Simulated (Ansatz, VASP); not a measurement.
## CdSiP2 in VASP and in Ansatz

The input INCAR:

```
SYSTEM = CdSiP2
PREC = Accurate
ENCUT = 500
EDIFF = 1E-6
ISMEAR = -1
SIGMA = 0.02
LREAL = .FALSE.
LASPH = .TRUE.
NELM = 120
ALGO = Normal
ISIF = 2
LWAVE = .FALSE.
LCHARG = .FALSE.
GGA = PE
NBANDS = 36
GGA_COMPAT = .FALSE.
```

KPOINTS

```
regular mesh
0
G
  6 6 6
  0 0 0
```

Contents of POSCAR:

```
CdSiP2
1.0
   -2.8468551603      2.8468551603      5.2420618463
    2.8468551603     -2.8468551603      5.2420618463
    2.8468551603      2.8468551603     -5.2420618463
Cd Si P
2 2 4
Direct
    0.7500000000      0.2500000000      0.5000000000
    0.0000000000      0.0000000000      0.0000000000
    0.5000000000      0.5000000000      0.0000000000
    0.2500000000      0.7500000000      0.5000000000
    0.8750000000      0.8288409898      0.4538409898
    0.1711590102      0.6250000000      0.0461590102
    0.3750000000      0.4211590102      0.5461590102
    0.5788409898      0.1250000000      0.9538409898
```

Input for Ansatz:

```yaml
crystal:
  lattice:
    - [-2.8468551603, 2.8468551603, 5.2420618463]
    - [2.8468551603, -2.8468551603, 5.2420618463]
    - [2.8468551603, 2.8468551603, -5.2420618463]
  atoms:
    - { symbol: Cd, position: [0.75, 0.25, 0.5] }
    - { symbol: Cd, position: [0.0, 0.0, 0.0] }
    - { symbol: Si, position: [0.5, 0.5, 0.0] }
    - { symbol: Si, position: [0.25, 0.75, 0.5] }
    - { symbol: P, position: [0.875, 0.8288409898, 0.4538409898] }
    - { symbol: P, position: [0.1711590102, 0.625, 0.0461590102] }
    - { symbol: P, position: [0.375, 0.4211590102, 0.5461590102] }
    - { symbol: P, position: [0.5788409898, 0.125, 0.9538409898] }
kpoints:
  mp_grid: { grid: [6, 6, 6] }
  band_path:
    path:
      - [[0.0, 0.0, 0.0], [3.664316600207e-17, 2.355060535986e-18, 0.5], [0.25, 0.25, 0.25], [6.346910769581e-18, 0.5, 2.899258569112e-17], [0.0, 0.0, 0.0], [0.5, 0.5, -0.5], [0.3237337754221, 0.6762662245779, -0.3237337754221]]
      - [[-0.3237337754221, 0.3237337754221, 0.3237337754221], [0.0, 0.0, 0.0]]
      - [[3.664316600207e-17, 2.355060535986e-18, 0.5], [-0.1474675508441, 0.1474675508441, 0.5]]
      - [[0.5, 0.5, -0.1474675508441], [0.5, 0.5, -0.5]]
    npoints: 10
hamiltonian:
  xc: pbe
scf:
  occupations: { method: fermi_dirac, width: 0.02 }
  n_extra_bands: 6
output:
  forces: true
  stress: true
  eigenvalues: true
```

Alike in both runs: task single point; functional PBE; k mesh 6 × 6 × 6; occupations fermi-dirac, width 0.02 eV; no spin polarisation.

|  | VASP | Ansatz |
| --- | --- | --- |
| version | VASP 6.6.1 | Ansatz 0.2.0 |
| potentials or method | VASP PAW PBE potentials, release 64 (Cd, Si, P) | plane waves, PAW |
| plane-wave cutoff (eV) | 500 | 420 |
| valence electrons in the cell | 52 | 68 |

Ansatz gave:

```
gap on the k mesh at the Fermi level (eV) : 1.37
pressure (GPa)                            : 1.6
rms of the force components (eV/Å)        : 0.026
```

**Question.** Which values does VASP return?

**Answer.** gap on the k mesh at the Fermi level (eV): 1.37; pressure (GPa): 1.7; rms of the force components (eV/Å): 0.008.

Atom by atom the forces differ by 0.018 eV/Å (rms over components). VASP's potentials hold 52 valence electrons a cell and Ansatz's 68, so a difference there can come from the potentials and not from the codes.
